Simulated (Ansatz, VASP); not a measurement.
## One calculation of MgO, two programs

```
Mg O
1.0
     0.00000    2.01850    2.07905
     2.01850    0.00000    2.07905
     2.01850    2.01850    0.00000
Mg O
1 1
Direct
  0.00000 0.00000 0.00000
  0.50000 0.50000 0.50000
```

Change from the starting cell: z stretched by +3 %, ions relaxed.

Alike in both runs: task relaxation of the atoms; functional PBE; k mesh 13 × 13 × 13; occupations fermi-dirac, width 0.02 eV; no spin polarisation.

|  | VASP | Ansatz |
| --- | --- | --- |
| version | VASP 6.6.1 | Ansatz 0.2.0 |
| potentials or method | VASP PAW PBE potentials, release 64 (Mg, O) | plane-wave PAW, scalar-relativistic |
| plane-wave cutoff (eV) | 520 | 420 |
| valence electrons in the cell | 8 | 16 |

```tsv
	VASP	Ansatz	Ansatz less VASP
gap on the k mesh at the Fermi level, each at its own relaxed structure (eV)	5.70	5.71	+0.013
```

VASP's potentials hold 8 valence electrons a cell and Ansatz's 16, so a difference there can come from the potentials and not from the codes. Ansatz's warnings: stress scf threshold loose.

Noted on VASP's run: the relaxation stopped at its first step, so nothing moved.
